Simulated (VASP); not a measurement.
# MgS (P6_3/mmc) in VASP: further runs

Aim: see how the results for MgS move with the level of theory and the settings. Levels: HSE06, PBE-based screened hybrid with 100 % exact exchange. Tasks: single point.

All numbers are computed with VASP 6.6.1; they aren't measurements. Logs are shortened: lines on timing, memory, paths and dates and some standing lists are left out, and cuts for length are marked.

## Step 1: The cell of the first run

It takes space group P6_3/mmc (No. 194, hexagonal). The conventional cell has a = 3.645 Å, b = 3.645 Å, c = 6.147 Å, α = 90.00°, β = 90.00°, γ = 120.00°. Within 3.4 Å of Mg (site symmetry -3m) lie 6 S at 2.61 Å and 2 Mg at 3.07 Å. S (site symmetry -6m2) has 6 Mg at 2.61 Å within 3.4 Å.

## Step 2: Single point, HSE06

The input, POSCAR:

```
MgS
1.0
    3.6454348056      0.0000000000      0.0000000000
   -1.8227174028      3.1570391495      0.0000000000
    0.0000000000      0.0000000000      6.1473560907
Mg S
2 2
Direct
    0.0000000000      0.0000000000      0.0000000000
    0.0000000000      0.0000000000      0.5000000000
    0.3333333333      0.6666666667      0.2500000000
    0.6666666667      0.3333333333      0.7500000000
```

The input, INCAR.step1:

```
PREC = Accurate
ENCUT = 520
EDIFF = 1E-5
ISMEAR = 0
SIGMA = 0.01
LREAL = F
LASPH = T
NELM = 80
ALGO = Normal
ISIF = 2
LWAVE = T
NBANDS = 16
GGA = PE
```

The input, INCAR.step2:

```
PREC = Accurate
ENCUT = 520
EDIFF = 1E-6
ISMEAR = 0
SIGMA = 0.01
LREAL = F
LASPH = T
NELM = 80
ALGO = Normal
ISIF = 2
LWAVE = F
LCHARG = T
GGA = PE
LHFCALC = T
HFSCREEN = 0.2079
PRECFOCK = Normal
LELF = T
LVHAR = T
NBANDS = 16
ISTART = 1
```

The input, KPOINTS:

```
regular mesh
0
Gamma
  6 6 2
```

Potentials or basis: VASP PAW PBE potentials, release 64 (Mg, S).

Started as:

```console
> cat potpaw_PBE.64/Mg/POTCAR potpaw_PBE.64/S/POTCAR > POTCAR
> cp INCAR.step1 INCAR
> mpirun -np 1 vasp_std > vasp.out
> cp INCAR.step2 INCAR
> mpirun -np 1 vasp_std > vasp.out
```

OUTCAR:

```text
PREC = Accurate
   ENCUT = 520
   EDIFF = 1E-6
   ISMEAR = 0
   LREAL = F
   LASPH = T
   NELM = 80
   ISIF = 2
   GGA = PE
   LHFCALC = T
   HFSCREEN = 0.2079
   PRECFOCK = Normal
   ISTART = 1

 ion  position               nearest neighbor table
   1  0.000  0.000  0.000-   3 2.61   4 2.61   4 2.61   3 2.61   4 2.61   3 2.61   2 3.07   2 3.07

   2  0.000  0.000  0.500-   3 2.61   4 2.61   4 2.61   3 2.61   4 2.61   3 2.61   1 3.07   1 3.07

   3  0.333  0.667  0.250-   1 2.61   2 2.61   1 2.61   2 2.61   1 2.61   2 2.61
   4  0.667  0.333  0.750-   1 2.61   2 2.61   1 2.61   2 2.61   1 2.61   2 2.61

  LATTYP: Found a hexagonal cell.
 ALAT       =     3.6454348056
 C/A-ratio  =     1.6863162883

  Lattice vectors:

 A1 = (   3.6454348056,   0.0000000000,   0.0000000000)
 A2 = (  -1.8227174028,   3.1570391495,   0.0000000000)
 A3 = (   0.0000000000,   0.0000000000,   6.1473560907)

Analysis of symmetry for initial positions (statically):
=====================================================================
 Subroutine PRICEL returns:
 Original cell was already a primitive cell.

 Routine SETGRP: Setting up the symmetry group for a
 hexagonal supercell.

 Subroutine GETGRP returns: Found 24 space group operations
 (whereof 12 operations were pure point group operations)
 out of a pool of 24 trial point group operations.

The static configuration has the point symmetry D_3d.
 The point group associated with its full space group is D_6h.

Analysis of symmetry for dynamics (positions and initial velocities):
=====================================================================
 Subroutine PRICEL returns:
 Original cell was already a primitive cell.

 Routine SETGRP: Setting up the symmetry group for a
 hexagonal supercell.

 Subroutine GETGRP returns: Found 24 space group operations
 (whereof 12 operations were pure point group operations)
 out of a pool of 24 trial point group operations.

The dynamic configuration has the point symmetry D_3d.
 The point group associated with its full space group is D_6h.

 Subroutine INISYM returns: Found 24 space group operations
 (whereof 12 operations are pure point group operations),
 and found     1 'primitive' translations

----------------------------------------------------------------------------------------

                                     Primitive cell

  volume of cell :      70.7486

  direct lattice vectors                    reciprocal lattice vectors
     3.645434806  0.000000000  0.000000000     0.274315700  0.158376243  0.000000000
    -1.822717403  3.157039150  0.000000000     0.000000000  0.316752486  0.000000000
     0.000000000  0.000000000  6.147356091     0.000000000  0.000000000  0.162671559

  length of vectors
     3.645434806  3.645434806  6.147356091     0.316752486  0.316752486  0.162671559

  position of ions in fractional coordinates (direct lattice)
     0.000000000  0.000000000  0.000000000
     0.000000000  0.000000000  0.500000000
     0.333333333  0.666666667  0.250000000
     0.666666667  0.333333333  0.750000000

  ion indices of the primitive-cell ions
   primitive index   ion index
                 1           1
                 2           2
                 3           3
                 4           4

----------------------------------------------------------------------------------------

 KPOINTS: regular mesh

Automatic generation of k-mesh.
 Grid dimensions read from file:
 generate k-points for:    6    6    2

 Generating k-lattice:

  Cartesian coordinates                     Fractional coordinates (reciprocal lattice)
     0.045719283  0.026396041  0.000000000     0.166666667  0.000000000  0.000000000
     0.000000000  0.052792081  0.000000000     0.000000000  0.166666667  0.000000000
     0.000000000  0.000000000  0.081335780     0.000000000  0.000000000  0.500000000

  Length of vectors
     0.052792081  0.052792081  0.081335780

  Shift w.r.t. Gamma in fractional coordinates (k-lattice)
     0.000000000  0.000000000  0.000000000

 Subroutine IBZKPT returns following result:
 ===========================================

 Found     14 irreducible k-points:

 Following reciprocal coordinates:
            Coordinates               Weight
  0.000000  0.000000  0.000000      1.000000
  0.166667  0.000000  0.000000      6.000000
  0.333333  0.000000  0.000000      6.000000
  0.500000  0.000000  0.000000      3.000000
  0.166667  0.166667  0.000000      6.000000
  0.333333  0.166667  0.000000     12.000000
  0.333333  0.333333  0.000000      2.000000
  0.000000  0.000000  0.500000      1.000000
  0.166667  0.000000  0.500000      6.000000
  0.333333  0.000000  0.500000      6.000000
  0.500000  0.000000  0.500000      3.000000
  0.166667  0.166667  0.500000      6.000000
  0.333333  0.166667  0.500000     12.000000
  0.333333  0.333333  0.500000      2.000000
   k-points           NKPTS =     14   k-points in BZ     NKDIM =     72   number of bands    NBANDS=     16
   number of dos      NEDOS =    301   number of ions     NIONS =      4
   total plane-waves  NPLWV =  37632
   dimension x,y,z NGX =    28 NGY =   28 NGZ =   48
   dimension x,y,z NGXF=    56 NGYF=   56 NGZF=   96
   ions per type =               2   2
   NGX,Y,Z   is equivalent  to a cutoff of  12.77, 12.77, 12.98 a.u.
   NGXF,Y,Z  is equivalent  to a cutoff of  25.54, 25.54, 25.96 a.u.
 SYSTEM =  unknown system
   PREC   = accura    normal or accurate (medium, high low for compatibility)
   ISTART =      1    job   : 0-new  1-cont  2-samecut
   ICHARG =      0    charge: 1-file 2-atom 10-const
   ISPIN  =      1    spin polarized calculation?
   LNONCOLLINEAR =      F non collinear calculations
   LSORBIT =      F    spin-orbit coupling
   LASPH  =      T    aspherical Exc in radial PAW
   ENCUT  =  520.0 eV  38.22 Ry    6.18 a.u.   6.78  6.78 11.43*2*pi/ulx,y,z
   NELM   =     80;   NELMIN=  2; NELMDL=  0     # of ELM steps
   EDIFF  = 0.1E-05   stopping-criterion for ELM
   LREAL  =      F    real-space projection
   EDIFFG = 0.1E-04   stopping-criterion for IOM
   NSW    =      0    number of steps for IOM
   IBRION =     -1    ionic relax: 0-MD 1-quasi-New 2-CG
   NFREE  =      0    steps in history (QN), initial steepest desc. (CG)
   ISIF   =      2    stress and relaxation
   ISYM   =      3    0-nonsym 1-usesym 2-fastsym
   POTIM  = 0.5000    time-step for ionic-motion
   TEBEG  =    0.0;   TEEND  =   0.0 temperature during run
   PSTRESS=    0.0 pullay stress
   NELECT =      16.0000    total number of electrons
   NUPDOWN=      -1.0000    fix difference up-down
   EMIN   =  10.00;   EMAX   =-10.00  energy-range for DOS
   EFERMI =   0.00;   METHOD = LEGACY
   ISMEAR =     0;   SIGMA  =   0.01  broadening in eV -4-tet -1-fermi 0-gaus
   EFERMI_NEDOS =   21; number of points for ismear=-14 and -15
   IALGO  =     38    algorithm
   IMIX   =      1    mixing-type and parameters
     AMIX     =   0.40;   BMIX     =  1.00
     AMIX_MAG =   1.60;   BMIX_MAG =  1.00
  volume/ion in A,a.u.               =      17.69       119.36
  Fermi-wavevector in a.u.,A,eV,Ry     =   0.997414  1.884840 13.535556  0.994835
  Thomas-Fermi vector in A             =   2.129569
   LORBIT       =      0    0 simple, 1 ext, 2 COOP (PROOUT), +10 PAW based schemes
   GGA     = PE    functional components
   LHFCALC =     T    Hartree Fock is set to
   PRECFOCK=normal    Normal, Fast or Accurate (Low or Medium for compatibility)
   ENCUT4O =  -1.0   cutoff for four orbital integrals eV
   NKREDX  =     1    reduce k-point grid by
   NKREDY  =     1    reduce k-point grid by
   NKREDZ  =     1    reduce k-point grid by
   AEXX    =    0.2500 exact exchange contribution
   HFSCREEN=    0.2079 screening length (either q_TF or 0.3 A-1)
   HFSCREENC=   0.2079 screening length for correlation (either q_TF or 0.3 A-1)
   ENCUTFOCK=  -1.0 apply spherical cutoff to Coloumb kernel
   IVDW    =     0    specifies the selected vdW correction
   LEPSILON=     F    determine dielectric tensor
   LRPA    =     F    only Hartree local field effects (RPA)
 non-spin polarized calculation
 Gauss-broadening in eV      SIGMA  =   0.01
  energy-cutoff  :      520.00
  volume of cell :       70.75
 maximum number of plane-waves:      1922
 NGX is ok and might be reduce to    28
  NGX = 24; NGY = 24; NGZ = 36

 number of electron      16.0000000 magnetization

 Free energy of the ion-electron system (eV)
  ---------------------------------------------------
  ext. energy  EPLUGINS =         0.00000000
  ---------------------------------------------------
  free energy    TOTEN  =       -19.66809530 eV

  energy without entropy =      -19.66809530  energy(sigma->0) =      -19.66809530

 E-fermi :   3.1039     XC(G=0):  -8.0211

 val. band max:        3.0436689523   @ k =   0.0000   0.0000   0.0000
 cond. band min:       7.4587087913   @ k =   0.3333   0.3333   0.0000
 fundamental gap:      4.4150398390
 Fermi energy:         3.1039110741

 k-point     1 :       0.0000    0.0000    0.0000
  band No.  band energies     occupation
      1     -10.9416      2.00000
      2      -9.6220      2.00000
      3      -2.3313      2.00000
      4       2.5179      2.00000
      5       2.5179      2.00000
      6       2.7996      2.00000
[... 8 lines left out ...]
     15      12.8109      0.00000
     16      13.6361      0.00000

 k-point     2 :       0.1667    0.0000    0.0000
  band No.  band energies     occupation
      1     -10.6774      2.00000
      2      -9.4695      2.00000
      3      -1.9726      2.00000
      4       1.0907      2.00000
      5       1.7057      2.00000
      6       2.1234      2.00000
[... 8 lines left out ...]
     15      12.9641      0.00000
     16      13.0759      0.00000

 k-point     3 :       0.3333    0.0000    0.0000
  band No.  band energies     occupation
      1     -10.0117      2.00000
      2      -9.1801      2.00000
      3      -1.0125      2.00000
      4      -0.9900      2.00000
      5      -0.1110      2.00000
      6       1.5437      2.00000
[... 8 lines left out ...]
     15      13.4318      0.00000
     16      15.3982      0.00000
[... 172 lines left out ...]
 k-point    13 :       0.3333    0.1667    0.5000
  band No.  band energies     occupation
      1      -9.3207      2.00000
      2      -9.3207      2.00000
      3      -1.4841      2.00000
      4      -1.4841      2.00000
      5       0.5047      2.00000
      6       0.5047      2.00000
[... 8 lines left out ...]
     15      14.3582      0.00000
     16      14.3582      0.00000

 k-point    14 :       0.3333    0.3333    0.5000
  band No.  band energies     occupation
      1      -9.1593      2.00000
      2      -9.1593      2.00000
      3      -0.9007      2.00000
      4      -0.9007      2.00000
      5      -0.8796      2.00000
      6      -0.8796      2.00000
[... 8 lines left out ...]
     15      13.7523      0.00000
     16      13.7523      0.00000

------------------------ aborting loop because EDIFF is reached ----------------------------------------

  FORCE on cell =-STRESS in cart. coord.  units (eV):
  Direction    XX          YY          ZZ          XY          YZ          ZX
  --------------------------------------------------------------------------------------
  -------------------------------------------------------------------------------------
  Total       -0.2782569     -0.2782569     -0.3487001     -0.0000000     -0.0000000      0.0000000
  in kB       -6.3014262     -6.3014262     -7.8966875     -0.0000000     -0.0000000      0.0000000
  external PRESSURE =      -6.8331799 kB  Pullay stress =       0.0000000 kB

 VOLUME and BASIS-vectors are now :
 -----------------------------------------------------------------------------
  energy-cutoff  :      520.00
  volume of cell :       70.75
      direct lattice vectors                 reciprocal lattice vectors
     3.645434806  0.000000000  0.000000000     0.274315700  0.158376243  0.000000000
    -1.822717403  3.157039150  0.000000000     0.000000000  0.316752486  0.000000000
     0.000000000  0.000000000  6.147356091     0.000000000  0.000000000  0.162671559

 POSITION                                       TOTAL-FORCE (eV/Angst)
 -----------------------------------------------------------------------------------
      0.00000      0.00000      0.00000         0.000000      0.000000      0.000000
      0.00000      0.00000      3.07368         0.000000      0.000000      0.000000
     -0.00000      2.10469      1.53684         0.000000     -0.000000     -0.000000
      1.82272      1.05235      4.61052        -0.000000      0.000000      0.000000
 -----------------------------------------------------------------------------------
    total drift:                               -0.000000      0.000000     -0.000089

  FREE ENERGIE OF THE ION-ELECTRON SYSTEM (eV)
  ---------------------------------------------------
  free  energy   TOTEN  =       -19.6680953017 eV

  energy  without entropy=      -19.6680953017  energy(sigma->0) =      -19.66809530
```

It took 17 min on 1 thread of Intel Xeon Platinum 8375C at 2.90GHz (Ice Lake), shared host; peak memory 0.3 GiB.

Results:

| Quantity | Value |
| --- | --- |
| Free energy | -19.6681 eV |
| Pressure | -0.7 GPa |
| Band gap on the k mesh | 4.42 eV (least direct gap 4.62 eV) |

Stress tensor (GPa, compression positive):
```
-0.63  0.00  0.00
 0.00 -0.63  0.00
 0.00  0.00 -0.79
```

Levels at points of the mesh, in eV from the valence-band top:
| k point | band 4 | band 5 | band 6 | band 7 | band 8 | band 9 | band 10 | band 11 | band 12 | band 13 |
| --- | --- | --- | --- | --- | --- | --- | --- | --- | --- | --- |
| (0.00, 0.00, 0.00) | -0.53 | -0.53 | -0.24 | 0.00 | 0.00 | 4.62 | 5.68 | 7.93 | 9.03 | 9.03 |
| (0.50, 0.00, 0.00) | -3.94 | -3.10 | -1.79 | -1.74 | -0.67 | 5.03 | 5.44 | 5.98 | 8.10 | 9.39 |
| (0.00, 0.00, 0.50) | -3.22 | -0.27 | -0.27 | -0.27 | -0.27 | 5.90 | 5.90 | 8.74 | 8.74 | 8.74 |
| (0.50, 0.00, 0.50) | -4.94 | -1.63 | -1.63 | -1.26 | -1.26 | 5.02 | 5.02 | 6.33 | 6.33 | 10.23 |

Caveat: the k points lie up to 0.51 Å⁻¹ apart; the PAW data sets were made with another functional, which shifts forces and pressure a little.

## Step 3: Single point, PBE-based screened hybrid with 100 % exact exchange

POSCAR is that of step 2.

The input, INCAR.step1:

```
SYSTEM = MgS
  PREC = Accurate
  ENCUT = 520
  EDIFF = 1E-5
  ISMEAR = 0
  SIGMA = 0.01
  LREAL = .False.
  LASPH = .True.
  NELM = 60
  ALGO = Normal
  ISIF = 2
  LWAVE = .True.
  GGA = PE
  NBANDS = 16
```

The input, INCAR.step2:

```
SYSTEM = MgS
  PREC = Accurate
  ENCUT = 520
  EDIFF = 1E-6
  ISMEAR = 0
  SIGMA = 0.01
  LREAL = .False.
  LASPH = .True.
  NELM = 60
  ALGO = Normal
  ISIF = 2
  LWAVE = .False.
  LCHARG = .True.
  GGA = PE
  LHFCALC = .True.
  AEXX = 1.0
  HFSCREEN = 0.5
  PRECFOCK = Normal
  LELF = .True.
  LVHAR = .True.
  ISTART = 1
  NBANDS = 16
  ALDAC = 1.0
  AGGAC = 1.0
```

The input, KPOINTS:

```
regular mesh
0
Gamma
  6 6 2
  0 0 0
```

Potentials or basis: VASP PAW PBE potentials, release 64 (Mg, S).

Started as:

```console
> cat potpaw_PBE.64/Mg/POTCAR potpaw_PBE.64/S/POTCAR > POTCAR
> cp INCAR.step1 INCAR
> mpirun -np 1 vasp_std > vasp.out
> cp INCAR.step2 INCAR
> mpirun -np 1 vasp_std > vasp.out
```

OUTCAR:

```text
SYSTEM = MgS
   PREC = Accurate
   ENCUT = 520
   EDIFF = 1E-6
   ISMEAR = 0
   LREAL = .False.
   LASPH = .True.
   NELM = 60
   ISIF = 2
   GGA = PE
   LHFCALC = .True.
   AEXX = 1.0
   HFSCREEN = 0.5
   PRECFOCK = Normal
   ISTART = 1

 ion  position               nearest neighbor table
   1  0.000  0.000  0.000-   3 2.61   4 2.61   4 2.61   3 2.61   4 2.61   3 2.61   2 3.07   2 3.07

   2  0.000  0.000  0.500-   3 2.61   4 2.61   4 2.61   3 2.61   4 2.61   3 2.61   1 3.07   1 3.07
[... 466 lines left out ...]

  FORCE on cell =-STRESS in cart. coord.  units (eV):
  Direction    XX          YY          ZZ          XY          YZ          ZX
  --------------------------------------------------------------------------------------
  -------------------------------------------------------------------------------------
  Total       -1.4620705     -1.4620705     -1.6491175      0.0000000      0.0000000      0.0000000
  in kB      -33.1101554    -33.1101554    -37.3460369      0.0000000      0.0000000      0.0000000
  external PRESSURE =     -34.5221159 kB  Pullay stress =       0.0000000 kB

 VOLUME and BASIS-vectors are now :
 -----------------------------------------------------------------------------
  energy-cutoff  :      520.00
  volume of cell :       70.75
      direct lattice vectors                 reciprocal lattice vectors
     3.645434806  0.000000000  0.000000000     0.274315700  0.158376243  0.000000000
    -1.822717403  3.157039150  0.000000000     0.000000000  0.316752486  0.000000000
     0.000000000  0.000000000  6.147356091     0.000000000  0.000000000  0.162671559

 POSITION                                       TOTAL-FORCE (eV/Angst)
 -----------------------------------------------------------------------------------
      0.00000      0.00000      0.00000         0.000000     -0.000000     -0.000000
      0.00000      0.00000      3.07368         0.000000     -0.000000     -0.000000
     -0.00000      2.10469      1.53684         0.000000      0.000000      0.000000
      1.82272      1.05235      4.61052        -0.000000      0.000000      0.000000
 -----------------------------------------------------------------------------------
    total drift:                                0.000000      0.000000      0.000000

  FREE ENERGIE OF THE ION-ELECTRON SYSTEM (eV)
  ---------------------------------------------------
  free  energy   TOTEN  =       -23.4314091744 eV

  energy  without entropy=      -23.4314091744  energy(sigma->0) =      -23.43140917
```

Wall time 19 min (1 thread of Intel Xeon Platinum 8375C at 2.90GHz (Ice Lake), shared host); peak memory 0.3 GiB.

What came out:

| Property | Result |
| --- | --- |
| Free energy | -23.4314 eV |
| Pressure | -3.5 GPa |
| Band gap on the k mesh | 5.37 eV (least direct gap 5.84 eV) |

Stress tensor (GPa, compression positive):
```
-3.31  0.00  0.00
 0.00 -3.31  0.00
 0.00  0.00 -3.73
```

Caveat: the k points lie up to 0.51 Å⁻¹ apart; the PAW data sets were made with another functional, which shifts forces and pressure a little.

## Step 4: Single point, HSE06

POSCAR is that of step 3.

The input, INCAR.step1:

```
SYSTEM = MgS
PREC = Accurate
ENCUT = 520
EDIFF = 1E-5
ISMEAR = 0
SIGMA = 0.01
LREAL = .False.
LASPH = .True.
NELM = 100
ALGO = Normal
ISIF = 2
LWAVE = .True.
LCHARG = .False.
GGA = PE
NBANDS = 16
```

The input, INCAR.step2:

```
SYSTEM = MgS
PREC = Accurate
ENCUT = 520
EDIFF = 1E-7
ISMEAR = 0
SIGMA = 0.01
LREAL = .False.
LASPH = .True.
NELM = 100
ALGO = Normal
ISIF = 2
LWAVE = .False.
LCHARG = .False.
GGA = PE
LHFCALC = .True.
HFSCREEN = 0.2079
PRECFOCK = Normal
ISTART = 1
NBANDS = 16
```

The input, KPOINTS:

```
Automatic mesh
0
Gamma
  6 6 2
  0 0 0
```

Started as:

```console
> cat potpaw_PBE.64/Mg/POTCAR potpaw_PBE.64/S/POTCAR > POTCAR
> cp INCAR.step1 INCAR
> mpirun -np 1 vasp_std > vasp.out
> cp INCAR.step2 INCAR
> mpirun -np 1 vasp_std > vasp.out
```

Wall time 22 min (1 thread of Intel Xeon Platinum 8375C at 2.90GHz (Ice Lake), shared host); peak memory 0.3 GiB.

Results (log left out):

| Property | Result |
| --- | --- |
| Free energy | -19.6681 eV |
| Pressure | -0.7 GPa |
| Band gap on the k mesh | 4.41 eV (least direct gap 4.62 eV) |

Stress tensor (GPa, compression positive):
```
-0.63  0.00  0.00
 0.00 -0.63  0.00
 0.00  0.00 -0.79
```

Levels at points of the mesh, in eV from the valence-band top:
```
           k point  band 6  band 7  band 8  band 9  band 10  band 11
(0.00, 0.00, 0.00)   -0.24    0.00    0.00    4.62     5.68     7.93
(0.50, 0.00, 0.00)   -1.79   -1.74   -0.67    5.03     5.44     5.98
(0.00, 0.00, 0.50)   -0.27   -0.27   -0.27    5.90     5.90     8.74
(0.50, 0.00, 0.50)   -1.63   -1.26   -1.26    5.02     5.02     6.33
```

Caveat: the k points lie up to 0.51 Å⁻¹ apart; the PAW data sets were made with another functional, which shifts forces and pressure a little. A k mesh can miss the band edges.
